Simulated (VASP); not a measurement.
# BN (R3m) in VASP: notebook

Runs on BN. Level: PBEsol. Tasks: relaxation of cell and atoms, single point.

Everything below comes from runs of VASP 6.6.1. Logs are shortened: lines on timing, memory, paths and dates and some standing lists are left out, and cuts for length are marked.

## Step 1: The cell of the first run

It takes space group R3m (No. 160, trigonal). The conventional cell has a = 2.504 Å, b = 2.504 Å, c = 10.445 Å, α = 90.00°, β = 90.00°, γ = 120.00°. B (site symmetry 3m) has 3 N at 1.45 Å within 1.9 Å. N (site symmetry 3m) has 3 B at 1.45 Å within 1.9 Å.

## Step 2: Relaxation of cell and atoms, PBEsol

INCAR

```
SYSTEM = BN
PREC = Accurate ; ENCUT = 600
EDIFF = 1E-7 ; ISMEAR = 0
SIGMA = 0.01 ; LREAL = .FALSE.
LASPH = .TRUE. ; NELM = 80
ALGO = Normal ; ISIF = 3
LWAVE = .FALSE. ; LCHARG = .FALSE.
GGA = PS ; IBRION = 2
NSW = 80 ; EDIFFG = -0.001
```

KPOINTS

```
regular mesh
0
G
  12 12 12
  0 0 0
```

POSCAR

```
BN
1.0
    1.2520973358      0.7228987339      3.4815292535
   -1.2520973358      0.7228987339      3.4815292535
    0.0000000000     -1.4457974678      3.4815292535
B N
1 1
Direct
    0.9996236949      0.9996236949      0.9996236949
    0.3328093051      0.3328093051      0.3328093051
```

Potentials or basis: VASP PAW PBE potentials, release 64 (B, N).

The run is started by

```bash
> cat potpaw_PBE.64/B/POTCAR potpaw_PBE.64/N/POTCAR > POTCAR
> mpirun -np 1 vasp_std > vasp.out
```

OUTCAR:

```text
SYSTEM = BN
   PREC = Accurate
   ENCUT = 600
   EDIFF = 1E-7
   ISMEAR = 0
   LREAL = .FALSE.
   LASPH = .TRUE.
   NELM = 80
   ISIF = 3
   GGA = PS
   IBRION = 2
   NSW = 80
   EDIFFG = -0.001

 ion  position               nearest neighbor table
   1  1.000  1.000  1.000-   2 1.45   2 1.45   2 1.45
   2  0.333  0.333  0.333-   1 1.45   1 1.45   1 1.45

  LATTYP: Found a trigonal (rhomboedric) cell.
 ALAT       =     3.7697979072
 COS(alpha) =     0.7793672183

  Lattice vectors:

 A1 = (   1.2520973358,   0.7228987339,   3.4815292535)
 A2 = (  -1.2520973358,   0.7228987339,   3.4815292535)
 A3 = (   0.0000000000,  -1.4457974678,   3.4815292535)

Analysis of symmetry for initial positions (statically):
=====================================================================
 Subroutine PRICEL returns:
 Original cell was already a primitive cell.

 Routine SETGRP: Setting up the symmetry group for a
 trigonal (rhombohedral) supercell.

 Subroutine GETGRP returns: Found  6 space group operations
 (whereof  6 operations were pure point group operations)
 out of a pool of 12 trial point group operations.

The static configuration has the point symmetry C_3v.

Analysis of symmetry for dynamics (positions and initial velocities):
=====================================================================
 Subroutine PRICEL returns:
 Original cell was already a primitive cell.

 Routine SETGRP: Setting up the symmetry group for a
 trigonal (rhombohedral) supercell.

 Subroutine GETGRP returns: Found  6 space group operations
 (whereof  6 operations were pure point group operations)
 out of a pool of 12 trial point group operations.

The dynamic configuration has the point symmetry C_3v.

 Subroutine INISYM returns: Found  6 space group operations
 (whereof  6 operations are pure point group operations),
 and found     1 'primitive' translations

----------------------------------------------------------------------------------------

                                     Primitive cell

  volume of cell :      18.9076

  direct lattice vectors                    reciprocal lattice vectors
     1.252097336  0.722898734  3.481529254     0.399329977  0.230553270  0.095743367
    -1.252097336  0.722898734  3.481529254    -0.399329977  0.230553270  0.095743367
     0.000000000 -1.445797468  3.481529254     0.000000000 -0.461106539  0.095743367

  length of vectors
     3.769797907  3.769797907  3.769797907     0.470941645  0.470941645  0.470941645

  position of ions in fractional coordinates (direct lattice)
     0.999623695  0.999623695  0.999623695
     0.332809305  0.332809305  0.332809305

  ion indices of the primitive-cell ions
   primitive index   ion index
                 1           1
                 2           2

----------------------------------------------------------------------------------------

 KPOINTS: regular mesh

Automatic generation of k-mesh.
 Grid dimensions read from file:
 generate k-points for:   12   12   12

 Generating k-lattice:

  Cartesian coordinates                     Fractional coordinates (reciprocal lattice)
     0.033277498  0.019212772  0.007978614     0.083333333  0.000000000  0.000000000
    -0.033277498  0.019212772  0.007978614     0.000000000  0.083333333  0.000000000
     0.000000000 -0.038425545  0.007978614     0.000000000  0.000000000  0.083333333

  Length of vectors
     0.039245137  0.039245137  0.039245137

  Shift w.r.t. Gamma in fractional coordinates (k-lattice)
     0.000000000  0.000000000  0.000000000

 Subroutine IBZKPT returns following result:
 ===========================================

 Found    189 irreducible k-points:

 Following reciprocal coordinates:
            Coordinates               Weight
  0.000000  0.000000  0.000000      1.000000
  0.083333 -0.000000  0.000000      6.000000
  0.166667 -0.000000  0.000000      6.000000
  0.250000 -0.000000  0.000000      6.000000
  0.333333  0.000000  0.000000      6.000000
  0.416667  0.000000  0.000000      6.000000
[... 16 lines left out ...]
  0.500000  0.166667  0.000000     12.000000
 -0.416667  0.166667 -0.000000     12.000000
 [... further k-points ...]
   k-points           NKPTS =    189   k-points in BZ     NKDIM =    189   number of bands    NBANDS=      8
   number of dos      NEDOS =    301   number of ions     NIONS =      2
   total plane-waves  NPLWV =  27000
   dimension x,y,z NGX =    30 NGY =   30 NGZ =   30
   dimension x,y,z NGXF=    60 NGYF=   60 NGZF=   60
   ions per type =               1   1
   NGX,Y,Z   is equivalent  to a cutoff of  13.23, 13.23, 13.23 a.u.
   NGXF,Y,Z  is equivalent  to a cutoff of  26.46, 26.46, 26.46 a.u.
 SYSTEM =  BN
   PREC   = accura    normal or accurate (medium, high low for compatibility)
   ISTART =      0    job   : 0-new  1-cont  2-samecut
   ICHARG =      2    charge: 1-file 2-atom 10-const
   ISPIN  =      1    spin polarized calculation?
   LNONCOLLINEAR =      F non collinear calculations
[... 24 lines left out ...]
     AMIX_MAG =   1.60;   BMIX_MAG =  1.00
  volume/ion in A,a.u.               =       9.45        63.80
  Fermi-wavevector in a.u.,A,eV,Ry     =   1.229021  2.322512 20.551491  1.510492
  Thomas-Fermi vector in A             =   2.363924
   LORBIT       =      0    0 simple, 1 ext, 2 COOP (PROOUT), +10 PAW based schemes
   GGA     = PS    functional components
   LHFCALC =     F    Hartree Fock is set to
   AEXX    =    0.0000 exact exchange contribution
   IVDW    =     0    specifies the selected vdW correction
   LEPSILON=     F    determine dielectric tensor
   LRPA    =     F    only Hartree local field effects (RPA)
 conjugate gradient relaxation of ions
 non-spin polarized calculation
 Gauss-broadening in eV      SIGMA  =   0.01
  energy-cutoff  :      600.00
  volume of cell :       18.91
 maximum number of plane-waves:       646
   NGX = 15   NGY = 15   NGZ = 15

--------------------------------------- Ionic step        1  -------------------------------------------

 number of electron       8.0000001 magnetization

 Free energy of the ion-electron system (eV)
  ---------------------------------------------------
  ext. energy  EPLUGINS =         0.00000000
  ---------------------------------------------------
  free energy    TOTEN  =       -18.28917800 eV

  energy without entropy =      -18.28917800  energy(sigma->0) =      -18.28917800

------------------------ aborting loop because EDIFF is reached ----------------------------------------

  FORCE on cell =-STRESS in cart. coord.  units (eV):
  Direction    XX          YY          ZZ          XY          YZ          ZX
  --------------------------------------------------------------------------------------
  -------------------------------------------------------------------------------------
  Total        0.0342053      0.0342053     -0.0262011      0.0000000      0.0000000      0.0000000
  in kB        2.8984548      2.8984548     -2.2202052      0.0000000      0.0000000      0.0000000
  external PRESSURE =       1.1922348 kB  Pullay stress =       0.0000000 kB
[... 89 lines left out ...]
  FREE ENERGIE OF THE ION-ELECTRON SYSTEM (eV)
  ---------------------------------------------------
  free  energy   TOTEN  =       -18.2891935297 eV

  energy  without entropy=      -18.2891935297  energy(sigma->0) =      -18.28919353

 E-fermi :   1.8811     XC(G=0):  -9.9920

 val. band max:        1.8052671183   @ k =  -0.3333   0.3333   0.0000
 cond. band min:       6.0358359342   @ k =   0.5000   0.5000   0.0000
 fundamental gap:      4.2305688159
 Fermi energy:         1.8810836771

 k-point     1 :       0.0000    0.0000    0.0000
  band No.  band energies     occupation
      1     -15.8933      2.00000
      2      -2.5489      2.00000
      3       0.5261      2.00000
      4       0.5261      2.00000
      5       6.6147      0.00000
      6      13.3995      0.00000
      7      13.3995      0.00000
      8      14.8109      0.00000
[... 243 lines left out ...]
 k-point    24 :      -0.4167    0.1667   -0.0000
  band No.  band energies     occupation
      1     -12.4499      2.00000
      2      -6.7943      2.00000
      3      -3.6153      2.00000
      4       1.4461      2.00000
      5       6.8725      0.00000
      6      13.1578      0.00000
      7      15.0661      0.00000
      8      15.9145      0.00000

 [... further k-points ...]

[... ionic steps 4 to 9 ...]

--------------------------------------- Ionic step       10  -------------------------------------------

 number of electron       8.0000000 magnetization

------------------------ aborting loop because EDIFF is reached ----------------------------------------
[... 67 lines left out ...]
--------------------------------------- Ionic step       12  -------------------------------------------

 number of electron       8.0000000 magnetization

 Free energy of the ion-electron system (eV)
  ---------------------------------------------------
  ext. energy  EPLUGINS =         0.00000000
  ---------------------------------------------------
  free energy    TOTEN  =       -18.28944508 eV

  energy without entropy =      -18.28944508  energy(sigma->0) =      -18.28944508

 E-fermi :   2.0849     XC(G=0): -10.1226

 val. band max:        1.9472997397   @ k =  -0.3333   0.3333   0.0000
 cond. band min:       6.1418730031   @ k =   0.5000   0.5000   0.0000
 fundamental gap:      4.1945732635
 Fermi energy:         2.0849487836

 k-point     1 :       0.0000    0.0000    0.0000
  band No.  band energies     occupation
      1     -15.7633      2.00000
      2      -2.3061      2.00000
      3       0.6773      2.00000
      4       0.6773      2.00000
      5       6.8535      0.00000
      6      13.5546      0.00000
      7      13.5546      0.00000
      8      15.0013      0.00000
[... 243 lines left out ...]
 k-point    24 :      -0.4167    0.1667   -0.0000
  band No.  band energies     occupation
      1     -12.3052      2.00000
      2      -6.6535      2.00000
      3      -3.4616      2.00000
      4       1.6117      2.00000
      5       7.0398      0.00000
      6      13.3212      0.00000
      7      15.2755      0.00000
      8      16.1231      0.00000

 [... further k-points ...]
[... 5 lines left out ...]
  --------------------------------------------------------------------------------------
  -------------------------------------------------------------------------------------
  Total        0.0007642      0.0007642      0.0001802      0.0000000      0.0000000      0.0000000
  in kB        0.0660264      0.0660264      0.0155732      0.0000000      0.0000000      0.0000000
  external PRESSURE =       0.0492086 kB  Pullay stress =       0.0000000 kB
[... 17 lines left out ...]
  FREE ENERGIE OF THE ION-ELECTRON SYSTEM (eV)
  ---------------------------------------------------
  free  energy   TOTEN  =       -18.2894450768 eV

  energy  without entropy=      -18.2894450768  energy(sigma->0) =      -18.28944508

 reached required accuracy - stopping structural energy minimisation
```

It took 2.6 min on 1 thread of Intel Xeon 6975P-C (Granite Rapids), shared host; peak memory 0.18 GiB.

Results:

| Property | Result |
| --- | --- |
| Free energy | -18.2894 eV |
| Relaxed volume | 9.27 Å³/atom |
| Relaxed cell | a = 3.706 Å, b = 3.706 Å, c = 3.706 Å, α = 39.50°, β = 39.50°, γ = 39.50° |
| Space group after relaxing (to 0.05 Å) | R3m (No. 160) |
| Energy gained by relaxing | 0.1 meV/atom |
| Ionic steps | 12 |
| Pressure after relaxing | 0.0 GPa |
| Band gap on the k mesh | 4.19 eV, indirect (least direct gap 4.63 eV) |

Step by step:
| step | energy change (eV) | largest force (eV/Å) | pressure (GPa) | volume (Å³) |
| --- | --- | --- | --- | --- |
| 1 | 0.0000 | 0.0001 | 0.12 | 18.91 |
| 2 | 0.0000 | 0.0003 | -0.45 | 18.93 |
| 3 | 0.0000 | 0.0001 | -0.13 | 18.92 |
| 4 | 0.0000 | 0.0002 | -0.11 | 18.90 |
| 5 | -0.0001 | 0.0006 | -0.10 | 18.86 |
| 6 | -0.0002 | 0.0013 | -0.06 | 18.78 |
| 7 | -0.0003 | 0.0030 | 0.02 | 18.62 |
| 8 | -0.0003 | 0.0039 | 0.06 | 18.54 |
| 9 | -0.0001 | 0.0220 | -0.85 | 18.55 |
| 10 | -0.0003 | 0.0022 | 0.00 | 18.54 |
| 11 | -0.0003 | 0.0104 | 0.05 | 18.54 |
| 12 | -0.0003 | 0.0001 | 0.00 | 18.54 |

Final structure:
```
B N
1.0
     1.25245    0.72310    3.41247
    -1.25245    0.72310    3.41247
     0.00000   -1.44620    3.41247
B N
1 1
Direct
  0.99965 0.99965 0.99965
  0.33279 0.33279 0.33279
```

Caveat: the PAW data sets were made with another functional, which shifts forces and pressure a little. A k mesh can miss the band edges.

## Step 3: Single point, PBEsol

This run uses another cell than the first one, of 9.49 Å³/atom, 1.004 times its volume.

INCAR

```
ALGO = Normal ; EDIFF = 1E-7
ENCUT = 520 ; GGA = PS
ISIF = 2 ; ISMEAR = 0
LASPH = T ; LCHARG = F
LREAL = F ; LWAVE = F
NBANDS = 11 ; NELM = 100
PREC = Accurate ; SIGMA = 0.01
```

KPOINTS

```
k-points
0
Gamma
  12 12 12
```

POSCAR

```
BN
1.0
    1.2520795491      0.7228884647      3.4949145914
   -1.2520795491      0.7228884647      3.4949145914
    0.0000000000     -1.4457769294      3.4949145914
B N
1 1
Direct
    0.9996198853      0.9996198853      0.9996198853
    0.3328131147      0.3328131147      0.3328131147
```

Potentials or basis: VASP PAW PBE potentials, release 64 (B, N).

The run is started by

```bash
> cat potpaw_PBE.64/B/POTCAR potpaw_PBE.64/N/POTCAR > POTCAR
> mpirun -np 1 vasp_std > vasp.out
```

Run time: 46 s. Hardware: 1 thread of Intel Xeon Platinum 8488C (Sapphire Rapids), shared host; peak memory 0.17 GiB.

Results (log left out):

- Free energy: -18.2857 eV
- Pressure: 0.3 GPa
- Band gap on the k mesh: 4.24 eV, indirect (least direct gap 4.63 eV)

Stress tensor (GPa, compression positive):
```
 0.50  0.00  0.00
 0.00  0.50  0.00
 0.00  0.00 -0.14
```

Levels at points of the mesh, in eV from the valence-band top:
| k point | band 2 | band 3 | band 4 | band 5 | band 6 | band 7 |
| --- | --- | --- | --- | --- | --- | --- |
| (0.00, 0.00, 0.00) | -4.38 | -1.28 | -1.28 | 4.79 | 11.60 | 11.60 |
| (0.50, 0.00, 0.00) | -8.93 | -4.08 | -0.66 | 5.15 | 9.77 | 12.70 |
| (0.50, 0.50, 0.00) | -8.83 | -4.12 | -1.14 | 4.24 | 9.83 | 13.81 |
| (0.50, 0.50, 0.50) | -6.06 | -1.29 | -1.29 | 9.55 | 11.55 | 11.55 |

Caveat: the PAW data sets were made with another functional, which shifts forces and pressure a little. PBEsol gaps usually lie below the measured ones, often by a third to a half.

## Step 4: Relaxation of cell and atoms, PBEsol

INCAR

```
SYSTEM = BN
PREC = Accurate ; ENCUT = 600
EDIFF = 1E-7 ; ISMEAR = 0
SIGMA = 0.01 ; LREAL = .FALSE.
LASPH = .TRUE. ; NELM = 80
ALGO = Normal ; ISIF = 3
LWAVE = .FALSE. ; LCHARG = .FALSE.
GGA = PS ; IBRION = 2
NSW = 80 ; EDIFFG = -0.001
```

KPOINTS

```
regular mesh
0
G
  12 12 12
  0 0 0
```

POSCAR

```
BN
1.0
    1.2520973351      0.7228987335      3.4815292453
   -1.2520973351      0.7228987335      3.4815292453
    0.0000000000     -1.4457974670      3.4815292453
B N
1 1
Direct
    0.9996236947      0.9996236947      0.9996236947
    0.3328093053      0.3328093053      0.3328093053
```

The run is started by

```bash
> cat potpaw_PBE.64/B/POTCAR potpaw_PBE.64/N/POTCAR > POTCAR
> mpirun -np 1 vasp_std > vasp.out
```

It took 5.8 min on 1 thread of Intel Xeon Platinum 8488C (Sapphire Rapids), shared host; peak memory 0.18 GiB.

Results (log left out):

```yaml
Free_energy: -18.2894 eV
Relaxed_volume: 9.27 Å³/atom
Relaxed_cell: a = 3.706 Å, b = 3.706 Å, c = 3.706 Å, α = 39.50°, β = 39.50°, γ = 39.50°
Space_group_after_relaxing_to_0.05_Å: R3m (No. 160)
Energy_gained_by_relaxing: 0.1 meV/atom
Ionic_steps: 12
Pressure_after_relaxing: 0.0 GPa
Band_gap_on_the_k_mesh: 4.19 eV, indirect (least direct gap 4.63 eV)
```

Step by step:
| step | energy change (eV) | largest force (eV/Å) | pressure (GPa) | volume (Å³) |
| --- | --- | --- | --- | --- |
| 1 | 0.0000 | 0.0001 | 0.12 | 18.91 |
| 2 | 0.0000 | 0.0003 | -0.45 | 18.93 |
| 3 | 0.0000 | 0.0001 | -0.13 | 18.92 |
| 4 | 0.0000 | 0.0002 | -0.11 | 18.90 |
| 5 | -0.0001 | 0.0006 | -0.10 | 18.86 |
| 6 | -0.0002 | 0.0013 | -0.06 | 18.78 |
| 7 | -0.0003 | 0.0030 | 0.02 | 18.62 |
| 8 | -0.0003 | 0.0039 | 0.06 | 18.54 |
| 9 | -0.0001 | 0.0220 | -0.85 | 18.55 |
| 10 | -0.0003 | 0.0022 | 0.00 | 18.54 |
| 11 | -0.0003 | 0.0104 | 0.05 | 18.54 |
| 12 | -0.0003 | 0.0001 | 0.00 | 18.54 |

Final structure:
```yaml
crystal:
  lattice:
    - [1.25245, 0.72310, 3.41247]
    - [-1.25245, 0.72310, 3.41247]
    - [0.00000, -1.44620, 3.41247]
  atoms:
    - { symbol: B, position: [0.99965, 0.99965, 0.99965] }
    - { symbol: N, position: [0.33279, 0.33279, 0.33279] }
```

Levels at points of the mesh, in eV from the valence-band top:
```tsv
k point	band 1	band 2	band 3	band 4	band 5	band 6	band 7	band 8
(0.00, 0.00, 0.00)	-17.71	-4.25	-1.27	-1.27	4.91	11.61	11.61	13.05
(0.50, 0.00, 0.00)	-14.51	-8.93	-4.06	-0.62	5.19	9.80	12.80	14.72
(0.50, 0.50, 0.00)	-14.45	-8.81	-4.11	-1.17	4.19	9.82	13.96	17.19
(0.50, 0.50, 0.50)	-17.47	-6.15	-1.29	-1.29	9.83	11.54	11.54	12.10
```

Caveat: the PAW data sets were made with another functional, which shifts forces and pressure a little.

## Step 5: Single point, PBEsol

This run uses another cell than the first one, of 6.76 Å³/atom, 0.715 times its volume.

INCAR

```
SYSTEM = BN
ALGO     = Normal         ! electronic algorithm
EDIFF    = 1E-6           ! SCF threshold, eV
ENCUT    = 520            ! plane-wave cutoff, eV
GGA      = PS             ! functional
ISIF     = 2              ! what is computed and relaxed
ISMEAR   = 0              ! smearing method
LASPH    = .TRUE.         ! aspherical terms in the spheres
LCHARG   = .FALSE.        ! write CHGCAR
LREAL    = .FALSE.        ! projectors in reciprocal space
LWAVE    = .FALSE.        ! write WAVECAR
NBANDS   = 11             ! bands
NELM     = 100            ! most SCF steps
PREC     = Accurate       ! precision mode
SIGMA    = 0.02           ! smearing width, eV
```

KPOINTS

```
k-points
0
G
  12 12 12
  0 0 0
```

POSCAR

```
BN
1.0
    1.2327938895      0.7117538840      2.5682380000
   -1.2327938895      0.7117538840      2.5682380000
    0.0000000000     -1.4235077680      2.5682380000
B N
1 1
Direct
    1.0027391547      1.0027391547      1.0027391547
    0.3296938453      0.3296938453      0.3296938453
```

The run is started by

```bash
> cat potpaw_PBE.64/B/POTCAR potpaw_PBE.64/N/POTCAR > POTCAR
> mpirun -np 1 vasp_std > vasp.out
```

It took 42 s on 1 thread of Intel Xeon 8259CL, shared host; peak memory 0.15 GiB.

It converged, with:

```yaml
Free_energy: -18.0317 eV
Pressure: 25.5 GPa
Band_gap_on_the_k_mesh: 3.30 eV, indirect (least direct gap 4.93 eV)
```

Stress tensor (GPa, compression positive):
```
25.77  0.00  0.00
 0.00 25.77  0.00
 0.00  0.00 24.89
```

Levels at points of the mesh, in eV from the valence-band top:
```
           k point  band 1  band 2  band 3  band 4  band 5  band 6  band 7  band 8  band 9
(0.00, 0.00, 0.00)  -19.16   -2.39   -1.54   -1.54    7.35   11.64   11.64   13.13   17.22
(0.50, 0.00, 0.00)  -15.36  -10.00   -4.34   -0.23    5.30   10.88   14.54   18.44   19.94
(0.50, 0.50, 0.00)  -14.87   -9.28   -4.85   -2.48    3.30    9.28   16.70   21.64   21.97
(0.50, 0.50, 0.50)  -17.56   -8.55   -1.74   -1.74   11.25   11.25   12.50   13.41   23.15
```

Caveat: the PAW data sets were made with another functional, which shifts forces and pressure a little.

## Step 6: Summary

| task | cell | cutoff (eV) | smearing | gap on the mesh (eV) | pressure (GPa) |
| --- | --- | --- | --- | --- | --- |
| relaxation of cell and atoms | relaxed from a = 3.770 Å, angles 38.8°, 2 atoms | 600 | gaussian 0.01 eV | 4.19 | 0.0 |
| single point | a = 3.782 Å, angles 38.7°, 2 atoms | 520 | gaussian 0.01 eV | 4.24 | 0.3 |
| single point | a = 2.936 Å, angles 49.6°, 2 atoms | 520 | gaussian 0.02 eV | 3.30 | 25.5 |

Alike in all rows: level PBEsol; potentials or basis VASP PAW PBE potentials, release 64 (B, N); no spin polarisation; k mesh 12 × 12 × 12.

Caveats: the PAW data sets were made with another functional, which shifts forces and pressure a little.

Absolute energies hang on the potentials; compare differences alone.
